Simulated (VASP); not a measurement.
Here is a VASP 6.6.1 calculation.

Contents of INCAR:

```
SYSTEM = Al3P5
ALGO     = Normal         ! electronic algorithm
EDIFF    = 1E-7           ! SCF threshold, eV
EDIFFG   = -0.01          ! ionic threshold
ENCUT    = 600            ! plane-wave cutoff, eV
GGA      = PE             ! functional
IBRION   = 2              ! ionic algorithm
ISIF     = 3              ! what is computed and relaxed
ISMEAR   = 0              ! smearing method
LASPH    = .True.         ! aspherical terms in the spheres
LCHARG   = .False.        ! write CHGCAR
LREAL    = .False.        ! projectors in reciprocal space
LWAVE    = .False.        ! write WAVECAR
NELM     = 60             ! most SCF steps
NSW      = 100            ! ionic steps
PREC     = Accurate       ! precision mode
SIGMA    = 0.1            ! smearing width, eV
```

File KPOINTS:

```
k-points
0
Gamma
  8 8 8
  0 0 0
```

File POSCAR:

```
Al3P5
1.0
    5.0486495042      0.0000000000      0.0000000000
    0.0000000000      5.0486495042      0.0000000000
    0.0000000000      0.0000000000      5.0486495042
Al P
3 5
Direct
    0.5000000000      0.0000000000      0.0000000000
    0.0000000000      0.5000000000      0.0000000000
    0.0000000000      0.0000000000      0.5000000000
    0.0000000000      0.5000000000      0.5000000000
    0.5000000000      0.0000000000      0.5000000000
    0.5000000000      0.5000000000      0.0000000000
    0.5000000000      0.5000000000      0.5000000000
    0.0000000000      0.0000000000      0.0000000000
```

Potentials or basis: VASP PAW PBE potentials, release 64 (Al, P).

Run with:

```sh
$ cat potpaw_PBE.64/Al/POTCAR potpaw_PBE.64/P/POTCAR > POTCAR
$ mpirun -np 1 vasp_std > vasp.out
```

(1) Predict the band gap on the k mesh.

(2) Predict the space group after relaxing (to 0.05 Å).

(3) Predict the relaxed cell.

## Answers

(1) zero (band 17 reaches 8.13 eV, above the bottom of band 18 at 7.27 eV).

(2) Pm-3m (No. 221).

(3) a = 5.044 Å, b = 5.044 Å, c = 5.044 Å, α = 90.00°, β = 90.00°, γ = 90.00°.
